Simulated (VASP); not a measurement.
# MgS (m) (Imm2) in VASP: a series of runs

The runs below take MgS (m) through single point, with PBEsol.

Program: VASP 6.6.1. These are calculated values, not measurements. Logs are shortened: lines on timing, memory, paths and dates and some standing lists are left out, and cuts for length are marked.

### Step 1. The cell of the first run

It takes space group Imm2 (No. 44, orthorhombic). The conventional cell has a = 3.990 Å, b = 4.004 Å, c = 5.643 Å, α = 90.00°, β = 90.00°, γ = 90.00°. Within 3.2 Å of Mg (site symmetry mm2) lie 4 S at 2.44 to 2.45 Å. Within 3.2 Å of S (site symmetry mm2) lie 4 Mg at 2.44 to 2.45 Å.

### Step 2. Single point, PBEsol

INCAR reads:

```
SYSTEM = MgS
PREC = Accurate ; ENCUT = 600
EDIFF = 1E-6 ; ISMEAR = 0
SIGMA = 0.1 ; LREAL = .False.
LASPH = .True. ; NELM = 120
ALGO = Normal ; ISIF = 2
LWAVE = .False. ; LCHARG = .True.
GGA = PS ; LELF = .True.
LVHAR = .True. ; NBANDS = 16
GGA_COMPAT = .False.
```

KPOINTS reads:

```
Automatic mesh
0
Gamma
  4 4 4
  0 0 0
```

POSCAR reads:

```
MgS
1.0
    3.9898611379      0.0000000000      0.0000000000
    0.0000000000      5.6425157332      0.0000000000
    0.0000000000      0.0000000000      4.0042935465
Mg S
2 2
Direct
    0.0000000000      0.0000000000      0.0000000000
    0.5000000000      0.5000000000      0.5000000000
    0.0000000000      0.2500000000      0.5000000000
    0.5000000000      0.7500000000      0.0000000000
```

Potentials or basis: VASP PAW PBE potentials, release 64 (Mg, S).

Run with:

```console
$ cat potpaw_PBE.64/Mg/POTCAR potpaw_PBE.64/S/POTCAR > POTCAR
$ mpirun -np 1 vasp_std > vasp.out
```

OUTCAR:

```text
SYSTEM = MgS
   PREC = Accurate
   ENCUT = 600
   EDIFF = 1E-6
   ISMEAR = 0
   LREAL = .False.
   LASPH = .True.
   NELM = 120
   ISIF = 2
   GGA = PS

 ion  position               nearest neighbor table
   1  0.000  0.000  0.000-   4 2.44   4 2.44   3 2.45   3 2.45
   2  0.500  0.500  0.500-   3 2.44   3 2.44   4 2.45   4 2.45
   3  0.000  0.250  0.500-   2 2.44   2 2.44   1 2.45   1 2.45
   4  0.500  0.750  0.000-   1 2.44   1 2.44   2 2.45   2 2.45

  LATTYP: Found a simple orthorhombic cell.
 ALAT       =     3.9898611379
 B/A-ratio  =     1.0036172709
 C/A-ratio  =     1.4142135624

  Lattice vectors:

 A1 = (  -3.9898611379,   0.0000000000,   0.0000000000)
 A2 = (   0.0000000000,   0.0000000000,   4.0042935465)
 A3 = (   0.0000000000,   5.6425157332,   0.0000000000)

Analysis of symmetry for initial positions (statically):
=====================================================================
 Subroutine PRICEL returns following result:

  LATTYP: Found a body centered orthorhombic cell.
 ALAT       =     3.9898611379
 B/A-ratio  =     1.0036172709
 C/A-ratio  =     1.4142135624

  Lattice vectors:

 A1 = (   1.9949305689,   2.8212578666,   2.0021467732)
 A2 = (  -1.9949305690,   2.8212578666,  -2.0021467732)
 A3 = (  -1.9949305690,  -2.8212578666,   2.0021467732)

   2 primitive cells build up your supercell.

 Routine SETGRP: Setting up the symmetry group for a
 simple orthorhombic supercell.

 Subroutine GETGRP returns: Found  4 space group operations
 (whereof  4 operations were pure point group operations)
 out of a pool of  8 trial point group operations.

The static configuration has the point symmetry C_2v.

Analysis of symmetry for dynamics (positions and initial velocities):
=====================================================================
 Subroutine PRICEL returns following result:

  LATTYP: Found a body centered orthorhombic cell.
 ALAT       =     3.9898611379
 B/A-ratio  =     1.0036172709
 C/A-ratio  =     1.4142135624

  Lattice vectors:

 A1 = (   1.9949305689,   2.8212578666,   2.0021467732)
 A2 = (  -1.9949305690,   2.8212578666,  -2.0021467732)
 A3 = (  -1.9949305690,  -2.8212578666,   2.0021467732)

   2 primitive cells build up your supercell.

 Routine SETGRP: Setting up the symmetry group for a
 simple orthorhombic supercell.

 Subroutine GETGRP returns: Found  4 space group operations
 (whereof  4 operations were pure point group operations)
 out of a pool of  8 trial point group operations.

The dynamic configuration has the point symmetry C_2v.

 Subroutine INISYM returns: Found  4 space group operations
 (whereof  4 operations are pure point group operations),
 and found     2 'primitive' translations

----------------------------------------------------------------------------------------

                                     Primitive cell

  volume of cell :      45.0740

  direct lattice vectors                    reciprocal lattice vectors
     1.994930569  2.821257867  2.002146773     0.000000000  0.177225913  0.249731941
    -1.994930569  2.821257867 -2.002146773    -0.250635289  0.177225913 -0.000000000
    -1.994930569 -2.821257867  2.002146773    -0.250635289 -0.000000000  0.249731941

  length of vectors
     3.993474130  3.993474130  3.993474130     0.306227149  0.306964285  0.353813638

  position of ions in fractional coordinates (direct lattice)
     0.000000000  0.000000000  0.000000000
     0.750000000  0.250000000  0.500000000

  ion indices of the primitive-cell ions
   primitive index   ion index
                 1           1
                 2           3

----------------------------------------------------------------------------------------

 KPOINTS: Automatic mesh

Automatic generation of k-mesh.
 Grid dimensions read from file:
 generate k-points for:    4    4    4

 Generating k-lattice:

  Cartesian coordinates                     Fractional coordinates (reciprocal lattice)
     0.062658822  0.000000000  0.000000000     0.250000000  0.000000000  0.000000000
     0.000000000  0.044306478  0.000000000     0.000000000  0.250000000  0.000000000
     0.000000000  0.000000000  0.062432985     0.000000000  0.000000000  0.250000000

  Length of vectors
     0.062658822  0.044306478  0.062432985

  Shift w.r.t. Gamma in fractional coordinates (k-lattice)
     0.000000000  0.000000000  0.000000000

 Subroutine IBZKPT returns following result:
 ===========================================

 Found     27 irreducible k-points:

 Following reciprocal coordinates:
            Coordinates               Weight
  0.000000  0.000000  0.000000      1.000000
  0.250000  0.000000  0.000000      2.000000
  0.500000  0.000000  0.000000      1.000000
  0.000000  0.250000  0.000000      2.000000
  0.250000  0.250000  0.000000      4.000000
  0.500000  0.250000  0.000000      2.000000
[... 16 lines left out ...]
  0.250000  0.250000  0.500000      4.000000
  0.500000  0.250000  0.500000      2.000000
[... 27 lines left out ...]
   POTIM  = 0.5000    time-step for ionic-motion
   TEBEG  =    0.0;   TEEND  =   0.0 temperature during run
   PSTRESS=    0.0 pullay stress
   NELECT =      16.0000    total number of electrons
   NUPDOWN=      -1.0000    fix difference up-down
   EMIN   =  10.00;   EMAX   =-10.00  energy-range for DOS
   EFERMI =   0.00;   METHOD = LEGACY
   ISMEAR =     0;   SIGMA  =   0.10  broadening in eV -4-tet -1-fermi 0-gaus
   EFERMI_NEDOS =   21; number of points for ismear=-14 and -15
   IALGO  =     38    algorithm
   IMIX   =      4    mixing-type and parameters
     AMIX     =   0.40;   BMIX     =  1.00
     AMIX_MAG =   1.60;   BMIX_MAG =  1.00
  volume/ion in A,a.u.               =      22.54       152.09
  Fermi-wavevector in a.u.,A,eV,Ry     =   0.920017  1.738581 11.516405  0.846432
  Thomas-Fermi vector in A             =   2.045276
   LORBIT       =      0    0 simple, 1 ext, 2 COOP (PROOUT), +10 PAW based schemes
   GGA     = PS    functional components
   LHFCALC =     F    Hartree Fock is set to
   AEXX    =    0.0000 exact exchange contribution
   IVDW    =     0    specifies the selected vdW correction
   LEPSILON=     F    determine dielectric tensor
   LRPA    =     F    only Hartree local field effects (RPA)
 non-spin polarized calculation
 Gauss-broadening in eV      SIGMA  =   0.10
  energy-cutoff  :      600.00
  volume of cell :       90.15
 maximum number of plane-waves:      3048
 NGX is ok and might be reduce to    32

 number of electron      16.0000001 magnetization

 Free energy of the ion-electron system (eV)
  ---------------------------------------------------
  ext. energy  EPLUGINS =         0.00000000
  ---------------------------------------------------
  free energy    TOTEN  =       -17.82531332 eV

  energy without entropy =      -17.82531332  energy(sigma->0) =      -17.82531332

 E-fermi :   1.5096     XC(G=0):  -8.6011

 val. band max:        1.0513680809   @ k =   0.0000   0.0000   0.0000
 cond. band min:       4.3733438274   @ k =   0.0000   0.0000   0.0000
 fundamental gap:      3.3219757465
 Fermi energy:         1.5095562571

 k-point     1 :       0.0000    0.0000    0.0000
  band No.  band energies     occupation
      1     -10.2441      2.00000
      2      -9.3110      2.00000
      3      -1.8199      2.00000
      4      -0.0281      2.00000
      5      -0.0040      2.00000
      6       1.0399      2.00000
[... 8 lines left out ...]
     15      11.8270      0.00000
     16      11.8577      0.00000

 k-point     2 :       0.2500    0.0000    0.0000
  band No.  band energies     occupation
      1     -10.0150      2.00000
      2      -9.3236      2.00000
      3      -1.4802      2.00000
      4      -0.8853      2.00000
      5      -0.2889      2.00000
      6       0.1993      2.00000
[... 8 lines left out ...]
     15      10.4132      0.00000
     16      10.5811      0.00000

 k-point     3 :       0.5000    0.0000    0.0000
  band No.  band energies     occupation
      1      -9.5563      2.00000
      2      -9.5563      2.00000
      3      -1.4377      2.00000
      4      -1.4377      2.00000
      5      -0.3807      2.00000
      6      -0.3807      2.00000
[... 8 lines left out ...]
     15       9.6632      0.00000
     16       9.6632      0.00000
[... 362 lines left out ...]
 k-point    23 :       0.2500    0.2500    0.5000
  band No.  band energies     occupation
      1      -9.4355      2.00000
      2      -9.4355      2.00000
      3      -1.6602      2.00000
      4      -1.6602      2.00000
      5      -0.3096      2.00000
      6      -0.3096      2.00000
[... 8 lines left out ...]
     15      10.2933      0.00000
     16      10.2933      0.00000

 k-point    24 :       0.5000    0.2500    0.5000
  band No.  band energies     occupation
      1      -9.3093      2.00000
      2      -9.3093      2.00000
      3      -1.6436      2.00000
      4      -1.6436      2.00000
      5      -0.3471      2.00000
      6      -0.3471      2.00000
[... 8 lines left out ...]
     15      11.1686      0.00000
     16      11.1686      0.00000

 [... further k-points ...]
[... 5 lines left out ...]
  --------------------------------------------------------------------------------------
  -------------------------------------------------------------------------------------
  Total        0.1523519     -0.0188200     -0.0635598      0.0000000      0.0000000      0.0000000
  in kB        2.7077091     -0.3344820     -1.1296315      0.0000000      0.0000000      0.0000000
  external PRESSURE =       0.4145318 kB  Pullay stress =       0.0000000 kB

 VOLUME and BASIS-vectors are now :
 -----------------------------------------------------------------------------
  energy-cutoff  :      600.00
  volume of cell :       90.15
      direct lattice vectors                 reciprocal lattice vectors
     3.989861138  0.000000000  0.000000000     0.250635289  0.000000000  0.000000000
     0.000000000  5.642515733  0.000000000     0.000000000  0.177225913  0.000000000
     0.000000000  0.000000000  4.004293546     0.000000000  0.000000000  0.249731941

 POSITION                                       TOTAL-FORCE (eV/Angst)
 -----------------------------------------------------------------------------------
      0.00000      0.00000      0.00000        -0.000000      0.022522     -0.000000
      1.99493      2.82126      2.00215        -0.000000      0.022522     -0.000000
      0.00000      1.41063      2.00215         0.000000     -0.022522     -0.000000
      1.99493      4.23189      0.00000         0.000000     -0.022522      0.000000
 -----------------------------------------------------------------------------------
    total drift:                                0.000000      0.000024     -0.000000

  FREE ENERGIE OF THE ION-ELECTRON SYSTEM (eV)
  ---------------------------------------------------
  free  energy   TOTEN  =       -17.8253133239 eV

  energy  without entropy=      -17.8253133239  energy(sigma->0) =      -17.82531332
```

It took 26 s on 1 thread of Intel Xeon 6975P-C, shared host; peak memory 0.23 GiB.

What came out:

```
Free energy            : -17.8253 eV
Pressure               : 0.0 GPa
Largest force          : 0.023 eV/Å
Band gap on the k mesh : 3.32 eV
```

Forces on the atoms (eV/Å):
```
Mg   0.000  0.023  0.000
Mg   0.000  0.023  0.000
S    0.000 -0.023  0.000
S    0.000 -0.023  0.000
```

Stress tensor (GPa, compression positive):
```
 0.27  0.00  0.00
 0.00 -0.03  0.00
 0.00  0.00 -0.11
```

Caveat: the PAW data sets were made with another functional, which shifts forces and pressure a little. A k mesh can miss the band edges.

### Step 3. Single point, PBEsol

INCAR reads:

```
PREC = Accurate
ENCUT = 600
EDIFF = 1E-6
ISMEAR = 0
SIGMA = 0.02
LREAL = False
LASPH = True
NELM = 120
ALGO = Normal
ISIF = 2
LWAVE = False
LCHARG = False
GGA = PS
NBANDS = 16
GGA_COMPAT = False
```

KPOINTS reads:

```
Automatic mesh
0
Gamma
  6 4 6
```

POSCAR reads:

```
MgS
1.0
    3.9898611379      0.0000000000      0.0000000000
    0.0000000000      5.6425157332      0.0000000000
    0.0000000000      0.0000000000      4.0028681973
Mg S
2 2
Direct
    0.0000000000      0.0003205566      0.0000000000
    0.5000000000      0.5003205566      0.5000000000
    0.0000000000      0.2496794434      0.5000000000
    0.5000000000      0.7496794434      0.0000000000
```

Potentials or basis: VASP PAW PBE potentials, release 64 (Mg, S).

Run with:

```console
$ cat potpaw_PBE.64/Mg/POTCAR potpaw_PBE.64/S/POTCAR > POTCAR
$ mpirun -np 1 vasp_std > vasp.out
```

Run time: 48 s. Hardware: 1 thread of Intel Xeon 6975P-C, shared host; peak memory 0.26 GiB.

The run converged. Its results:

* Free energy: -17.8357 eV
* Pressure: 0.0 GPa
* Band gap on the k mesh: 3.32 eV

Stress tensor (GPa, compression positive):
```
 0.11  0.00  0.00
 0.00  0.05  0.00
 0.00  0.00 -0.07
```

Levels at points of the mesh, in eV from the valence-band top:
```
           k point  band 4  band 5  band 6  band 7  band 8  band 9  band 10  band 11  band 12  band 13
(0.00, 0.00, 0.00)   -1.08   -1.06   -0.02   -0.01    0.00    3.32     3.69     5.54     7.86     7.88
(0.50, 0.00, 0.00)   -2.49   -1.44   -1.44   -0.38   -0.38    6.26     6.26     6.70     6.70     7.91
(0.00, 0.50, 0.00)   -1.79   -0.61   -0.61   -0.58   -0.58    5.03     5.03     6.44     6.44     8.32
(0.50, 0.50, 0.00)   -3.21   -0.35   -0.35   -0.34   -0.34    5.00     5.00     7.52     7.52     7.55
(0.00, 0.00, 0.50)   -2.49   -1.44   -1.44   -0.36   -0.36    6.28     6.28     6.71     6.71     7.91
(0.50, 0.00, 0.50)   -2.88   -1.06   -1.06   -1.06   -1.06    3.70     3.70     5.55     5.55    11.08
(0.00, 0.50, 0.50)   -3.22   -0.34   -0.34   -0.34   -0.34    5.02     5.02     7.55     7.55     7.55
(0.50, 0.50, 0.50)   -2.34   -1.90   -1.90   -1.38   -1.38    5.39     5.39     7.92     7.92     8.08
```

Caveat: the PAW data sets were made with another functional, which shifts forces and pressure a little. A k mesh can miss the band edges.

### Step 4. Single point, PBEsol

INCAR reads:

```
SYSTEM = MgS
PREC = Accurate
ENCUT = 600
EDIFF = 1E-6
ISMEAR = 0
SIGMA = 0.02
LREAL = .False.
LASPH = .True.
NELM = 120
ALGO = Normal
ISIF = 2
LWAVE = .False.
LCHARG = .False.
GGA = PS
NBANDS = 16
GGA_COMPAT = .False.
```

KPOINTS reads:

```
Automatic mesh
0
Gamma
  6 4 6
  0 0 0
```

POSCAR reads:

```
MgS
1.0
    3.9898611379      0.0000000000      0.0000000000
    0.0000000000      5.6425157332      0.0000000000
    0.0000000000      0.0000000000      4.0042935465
Mg S
2 2
Direct
    0.0000000000      0.0000000000      0.0000000000
    0.5000000000      0.5000000000      0.5000000000
    0.0000000000      0.2500000000      0.5000000000
    0.5000000000      0.7500000000      0.0000000000
```

Run with:

```console
$ cat potpaw_PBE.64/Mg/POTCAR potpaw_PBE.64/S/POTCAR > POTCAR
$ mpirun -np 1 vasp_std > vasp.out
```

Wall time 41 s (1 thread of Intel Xeon 6975P-C, shared host); peak memory 0.26 GiB.

It converged, with:

```
Free energy            : -17.8356 eV
Pressure               : 0.0 GPa
Largest force          : 0.023 eV/Å
Band gap on the k mesh : 3.32 eV
```

Forces in eV/Å, atoms in the order of the input:
```
Mg   0.000  0.023  0.000
Mg   0.000  0.023  0.000
S    0.000 -0.023  0.000
S    0.000 -0.023  0.000
```

Stress tensor (GPa, compression positive):
```
 0.19  0.00  0.00
 0.00  0.03  0.00
 0.00  0.00 -0.19
```

Levels at points of the mesh, in eV from the valence-band top:
```tsv
k point	band 4	band 5	band 6	band 7	band 8	band 9	band 10	band 11	band 12	band 13
(0.00, 0.00, 0.00)	-1.08	-1.05	-0.01	0.00	0.00	3.32	3.70	5.54	7.86	7.89
(0.50, 0.00, 0.00)	-2.49	-1.43	-1.43	-0.37	-0.37	6.26	6.26	6.70	6.70	7.91
(0.00, 0.50, 0.00)	-1.79	-0.60	-0.60	-0.58	-0.58	5.03	5.03	6.44	6.44	8.32
(0.50, 0.50, 0.00)	-3.21	-0.35	-0.35	-0.34	-0.34	5.01	5.01	7.52	7.52	7.56
(0.00, 0.00, 0.50)	-2.48	-1.44	-1.44	-0.36	-0.36	6.28	6.28	6.71	6.71	7.92
(0.50, 0.00, 0.50)	-2.88	-1.06	-1.06	-1.06	-1.06	3.70	3.70	5.55	5.55	11.08
(0.00, 0.50, 0.50)	-3.21	-0.34	-0.34	-0.33	-0.33	5.02	5.02	7.55	7.55	7.56
(0.50, 0.50, 0.50)	-2.34	-1.89	-1.89	-1.37	-1.37	5.39	5.39	7.92	7.92	8.08
```

Caveat: the PAW data sets were made with another functional, which shifts forces and pressure a little.

### Step 5. Single point, PBEsol

INCAR reads:

```
SYSTEM = MgS
ALGO = Normal
EDIFF = 1E-6
ENCUT = 600
GGA = PS
GGA_COMPAT = .FALSE.
ISIF = 2
ISMEAR = 0
LASPH = .TRUE.
LCHARG = .FALSE.
LREAL = .FALSE.
LWAVE = .FALSE.
NBANDS = 16
NELM = 120
PREC = Accurate
SIGMA = 0.02
```

KPOINTS reads:

```
k-points
0
G
  6 4 6
  0 0 0
```

POSCAR reads:

```
MgS
1.0
    3.9898611379      0.0000000000      0.0000000000
    0.0000000000      5.6425157332      0.0000000000
    0.0000000000      0.0000000000      4.0028681973
Mg S
2 2
Direct
    0.0000000000      0.0003205566      0.0000000000
    0.5000000000      0.5003205566      0.5000000000
    0.0000000000      0.2496794434      0.5000000000
    0.5000000000      0.7496794434      0.0000000000
```

Run with:

```console
$ cat potpaw_PBE.64/Mg/POTCAR potpaw_PBE.64/S/POTCAR > POTCAR
$ mpirun -np 1 vasp_std > vasp.out
```

Wall time 47 s (1 thread of Intel Xeon 6975P-C, shared host); peak memory 0.26 GiB.

Results (log left out):

```yaml
Free_energy: -17.8357 eV
Pressure: 0.0 GPa
Band_gap_on_the_k_mesh: 3.32 eV
```

Stress tensor (GPa, compression positive):
```
 0.11  0.00  0.00
 0.00  0.05  0.00
 0.00  0.00 -0.07
```

Levels at points of the mesh, in eV from the valence-band top:
| k point | band 5 | band 6 | band 7 | band 8 | band 9 | band 10 | band 11 | band 12 |
| --- | --- | --- | --- | --- | --- | --- | --- | --- |
| (0.00, 0.00, 0.00) | -1.06 | -0.02 | -0.01 | 0.00 | 3.32 | 3.69 | 5.54 | 7.86 |
| (0.50, 0.00, 0.00) | -1.44 | -1.44 | -0.38 | -0.38 | 6.26 | 6.26 | 6.70 | 6.70 |
| (0.00, 0.50, 0.00) | -0.61 | -0.61 | -0.58 | -0.58 | 5.03 | 5.03 | 6.44 | 6.44 |
| (0.50, 0.50, 0.00) | -0.35 | -0.35 | -0.34 | -0.34 | 5.00 | 5.00 | 7.52 | 7.52 |
| (0.00, 0.00, 0.50) | -1.44 | -1.44 | -0.36 | -0.36 | 6.28 | 6.28 | 6.71 | 6.71 |
| (0.50, 0.00, 0.50) | -1.06 | -1.06 | -1.06 | -1.06 | 3.70 | 3.70 | 5.55 | 5.55 |
| (0.00, 0.50, 0.50) | -0.34 | -0.34 | -0.34 | -0.34 | 5.02 | 5.02 | 7.55 | 7.55 |
| (0.50, 0.50, 0.50) | -1.90 | -1.90 | -1.38 | -1.38 | 5.39 | 5.39 | 7.92 | 7.92 |

Caveat: the PAW data sets were made with another functional, which shifts forces and pressure a little. As with any semilocal functional, this PBEsol gap is likely too small.

### Step 6. Overview

```csv
cell,k mesh,smearing,gap on the mesh (eV),pressure (GPa),largest force (eV/Å)
"a = 3.990, b = 5.643, c = 4.004 Å, 4 atoms",4 × 4 × 4,gaussian 0.1 eV,3.32,0.0,0.02
"a = 3.990, b = 5.643, c = 4.003 Å, 4 atoms",6 × 4 × 6,gaussian 0.02 eV,3.32,0.0,-
"a = 3.990, b = 5.643, c = 4.004 Å, 4 atoms",6 × 4 × 6,gaussian 0.02 eV,3.32,0.0,0.02
```

Some of these runs hold the atoms at other places in the same cell, which the table doesn't show; runs alike in all that it shows share one row.

Alike in all rows: task single point; level PBEsol; potentials or basis VASP PAW PBE potentials, release 64 (Mg, S); no spin polarisation; cutoff (eV) 600.

On the cell as given the gap runs from 3.32 eV (PBEsol) to 3.32 eV (PBEsol); the meshes differ, which moves gaps too.

Caveats: the PAW data sets were made with another functional, which shifts forces and pressure a little.

Absolute energies hang on the potentials; compare differences alone.
